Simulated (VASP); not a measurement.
A run of VASP 6.6.1 is set up as follows.

File INCAR:

```
PREC     = Accurate       # precision mode
ENCUT    = 520            # plane-wave cutoff, eV
EDIFF    = 1E-7           # SCF threshold, eV
ISMEAR   = 0              # smearing method
SIGMA    = 0.02           # smearing width, eV
LREAL    = False          # projectors in reciprocal space
LASPH    = True           # aspherical terms in the spheres
NELM     = 80             # most SCF steps
ALGO     = Normal         # electronic algorithm
ISIF     = 2              # what is computed and relaxed
LWAVE    = False          # write WAVECAR
LCHARG   = False          # write CHGCAR
GGA      = PE             # functional
IBRION   = 2              # ionic algorithm
NSW      = 50             # ionic steps
EDIFFG   = -0.01          # ionic threshold
```

File KPOINTS:

```
regular mesh
0
Gamma
  6 6 6
```

The input POSCAR:

```
Si3N4
1.0
   -3.1098275888      3.1098275888      3.1098275888
    3.1098275888     -3.1098275888      3.1098275888
    3.1098275888      3.1098275888     -3.1098275888
Si N
6 8
Direct
    0.2500000000      0.1250000000      0.8750000000
    0.8750000000      0.2500000000      0.1250000000
    0.7500000000      0.3750000000      0.6250000000
    0.6250000000      0.7500000000      0.3750000000
    0.1250000000      0.8750000000      0.2500000000
    0.3750000000      0.6250000000      0.7500000000
    0.5527978379      0.5527978379      0.5527978379
    0.4472021621      0.5000000000      0.0000000000
    0.5000000000      0.0000000000      0.9472021621
    0.0000000000      0.4472021621      0.5000000000
    0.9472021621      0.5000000000      0.0000000000
    0.0527978379      0.0527978379      0.0527978379
    0.0000000000      0.9472021621      0.5000000000
    0.5000000000      0.0000000000      0.4472021621
```

Potentials or basis: VASP PAW PBE potentials, release 64 (Si, N).

Command:

```bash
$ cat potpaw_PBE.64/Si/POTCAR potpaw_PBE.64/N/POTCAR > POTCAR
$ mpirun -np 1 vasp_std > vasp.out
```

Task: Estimate the band gap on the k mesh.

Result: 4.18 eV (least direct gap 4.39 eV).

Task: Estimate the energy gained by relaxing.

Result: 0.9 meV/atom.

Final structure:
```cif
data_structure
_symmetry_space_group_name_H-M 'P 1'
_symmetry_Int_Tables_number 1
_cell_length_a 5.3864
_cell_length_b 5.3864
_cell_length_c 5.3864
_cell_angle_alpha 109.471
_cell_angle_beta 109.471
_cell_angle_gamma 109.471
_cell_volume 120.30
loop_
_atom_site_label
_atom_site_type_symbol
_atom_site_fract_x
_atom_site_fract_y
_atom_site_fract_z
_atom_site_occupancy
Si1 Si 0.25000 0.12500 0.87500 1
Si2 Si 0.87500 0.25000 0.12500 1
Si3 Si 0.75000 0.37500 0.62500 1
Si4 Si 0.62500 0.75000 0.37500 1
Si5 Si 0.12500 0.87500 0.25000 1
Si6 Si 0.37500 0.62500 0.75000 1
N1 N 0.54783 0.54783 0.54783 1
N2 N 0.45217 0.50000 0.00000 1
N3 N 0.50000 0.00000 0.95217 1
N4 N 0.00000 0.45217 0.50000 1
N5 N 0.95217 0.50000 0.00000 1
N6 N 0.04783 0.04783 0.04783 1
N7 N 0.00000 0.95217 0.50000 1
N8 N 0.50000 0.00000 0.45217 1
```

A k mesh can miss the band edges.
